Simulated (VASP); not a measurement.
Wanted: the native input for a VASP 6.6.1 run.

| Item | Value |
| --- | --- |
| Task | single point |
| Functional | PBEsol |
| Potentials or basis | VASP PAW PBE potentials, release 64 (Zr_sv, C) |
| Cutoff | 520 eV |
| k mesh | 16 × 16 × 16 |
| Occupations | gaussian, width 0.1 eV |
| Spin | no spin polarisation |
| Dipole correction | no |
| Further INCAR settings | ALGO = Normal; EDIFF = 1e-07; NBANDS = 15 |

The structure of ZrC lies in POSCAR:

```
ZrC
1.0
    0.0000000000      2.3109798779      2.3109798779
    2.3109798779      0.0000000000      2.3109798779
    2.3109798779      2.3109798779      0.0000000000
Zr C
1 1
Direct
    0.5000000000      0.5000000000      0.5000000000
    0.0000000000      0.0000000000      0.0000000000
```

This cell differs from its parent crystal: volume scaled by 0.97.

The input as run:

INCAR

```
  ALGO = Normal
  EDIFF = 1E-7
  ENCUT = 520
  GGA = PS
  ISIF = 2
  ISMEAR = 0
  LASPH = True
  LCHARG = True
  LELF = True
  LREAL = False
  LVHAR = True
  LWAVE = False
  NBANDS = 15
  NELM = 100
  PREC = Accurate
  SIGMA = 0.1
```

KPOINTS

```
k-points
0
Gamma
  16 16 16
```

Potentials or basis: VASP PAW PBE potentials, release 64 (Zr_sv, C).

Run with:

```console
$ cat potpaw_PBE.64/Zr_sv/POTCAR potpaw_PBE.64/C/POTCAR > POTCAR
$ mpirun -np 1 vasp_std > vasp.out
```

Results of the run:

| Quantity | Value |
| --- | --- |
| Pressure | 8.0 GPa |
| Band gap on the k mesh | zero (band 8 reaches 11.05 eV, above the bottom of band 9 at 9.70 eV) |

Caveat: the PAW data sets were made with another functional, which shifts forces and pressure a little.

Run time: 71 s on 1 thread of AMD EPYC 7R13, on a shared host, peak memory 0.15 GiB.
